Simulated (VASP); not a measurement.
# SnSe: single point with PBEsol

SnSe:

```
CELL_PARAMETERS angstrom
0.00000 3.07020 3.01000
3.07020 0.00000 3.01000
3.07020 3.07020 0.00000
ATOMIC_POSITIONS crystal
Sn 0.00000 0.00000 0.00000
Se 0.50000 0.50000 0.50000
```

This cell differs from its parent crystal: equal xx and yy strain of +2 %.

```
Program                : VASP 6.6.1
Task                   : single point
Functional             : PBEsol
Potentials or basis    : VASP PAW PBE potentials, release 64 (Sn_d, Se)
Cutoff                 : 520 eV
k mesh                 : 7 × 7 × 7
Occupations            : fermi-dirac, width 0.01 eV
Spin                   : no spin polarisation
Dipole correction      : no
Further INCAR settings : ALGO = Normal; EDIFF = 1e-07; NBANDS = 17
```

```
Pressure               : -3.6 GPa
Band gap on the k mesh : 0.74 eV (least direct gap 0.76 eV)
```

Stress tensor (GPa, compression positive):
```
-4.21  0.00  0.00
 0.00 -4.21  0.00
 0.00  0.00 -2.27
```

Levels at points of the mesh, in eV from the valence-band top:
| k point | band 6 | band 7 | band 8 | band 9 | band 10 | band 11 | band 12 | band 13 | band 14 | band 15 |
| --- | --- | --- | --- | --- | --- | --- | --- | --- | --- | --- |
| (0.00, 0.00, 0.00) | -13.48 | -5.09 | -2.06 | -1.87 | -1.87 | 4.12 | 4.12 | 4.58 | 5.94 | 5.94 |

It took 46 s on 1 thread of Intel Xeon 8259CL (shared host), peak memory 0.2 GiB.

Caveat: the cell differs from its parent crystal (equal xx and yy strain of +2 %); the cell stands under tension; the PAW data sets were made with another functional, which shifts forces and pressure a little; spin-orbit coupling is left out, which moves the levels of the heavy elements; an odd mesh through Γ misses points on the zone boundary, where band edges can lie.
